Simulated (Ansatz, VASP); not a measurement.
**Two plane-wave programs on Ba**

```
Ba
1.0
    -2.70000    2.70000    2.70000
     2.70000   -2.70000    2.70000
     2.70000    2.70000   -2.70000
Ba
1
Direct
  0.00000 0.00000 0.00000
```

Change from the starting cell: strain +0.080 along x and y, +0.080 along z, atoms carried along.

Alike in both runs: task single point; functional LDA; k mesh 14 × 14 × 14; occupations gaussian, width 0.15 eV; no spin polarisation.

|  | VASP | Ansatz |
| --- | --- | --- |
| version | VASP 6.6.1 | Ansatz 0.2.0 |
| potentials or method | VASP PAW LDA potentials, release 64 (Ba_sv), cutoff 520 eV | scalar-relativistic, plane waves, PAW |
| valence electrons in the cell | 10 | 10 |

|  | VASP | Ansatz | Ansatz less VASP |
| --- | --- | --- | --- |
| gap on the k mesh at the Fermi level (eV) | none | none | - |
| pressure (GPa) | -2.2 | -2.2 | 0.00 |

LDA's correlation is that of Perdew and Zunger in VASP and of Perdew and Wang (1992) in Ansatz. A gap of «none» marks a metal or a gap that the smearing closes.

Neither program's run includes spin-orbit coupling.
